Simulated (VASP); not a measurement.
## YN: G0W0 quasiparticle levels with PBE

The system is YN.

```
Y N
1.0
     0.00000    2.44805    2.44805
     2.44805    0.00000    2.44805
     2.44805    2.44805    0.00000
Y N
1 1
Direct
  0.00000 0.00000 0.00000
  0.50000 0.50000 0.50000
```

```
Program                         : VASP 6.6.1
Task                            : G0W0 quasiparticle levels
Functional                      : PBE
Potentials or basis             : VASP PAW PBE potentials, release 64 (Y_sv_GW, N_GW)
Cutoff                          : 500 eV
k mesh                          : 4 × 4 × 4
Occupations                     : gaussian, width 0.01 eV
Spin                            : no spin polarisation
Dipole correction               : no
GW scheme                       : G0W0
GW iterations                   : 1
Cutoff of the response function : 80
Frequency points                : 48
Empty bands                     : 60
Further INCAR settings          : ALGO = EVGW0; EDIFF = 1e-08; NBANDS = 68
```

```
Band gap on the k mesh, mean-field level : 0.13 eV, indirect (least direct gap 0.53 eV)
Quasiparticle gap                        : 0.40 eV
Least direct quasiparticle gap           : 0.88 eV
```

Levels at points of the mesh, in eV from the valence-band top:
| k point | band 4 | band 5 | band 6 | band 7 | band 8 | band 9 | band 10 | band 11 | band 12 |
| --- | --- | --- | --- | --- | --- | --- | --- | --- | --- |
| (0.00, 0.00, 0.00) | -20.56 | -12.88 | 0.00 | 0.00 | 0.00 | 3.06 | 3.06 | 3.06 | 4.10 |
| (0.50, 0.00, 0.00) | -20.64 | -11.15 | -4.09 | -2.26 | -2.26 | 5.64 | 6.28 | 6.28 | 6.64 |
| (0.50, 0.50, 0.00) | -20.88 | -12.46 | -1.53 | -0.40 | -0.40 | 0.13 | 6.76 | 7.13 | 7.80 |

It took 62 s on 1 thread of Intel Xeon 6975P-C, on a shared host, peak memory 0.24 GiB.

Caveat: the k points lie up to 0.56 Å⁻¹ apart; bands, screening cutoff and mesh are small and nothing is extrapolated, so the quasiparticle values aren't converged. A k mesh can miss the band edges.
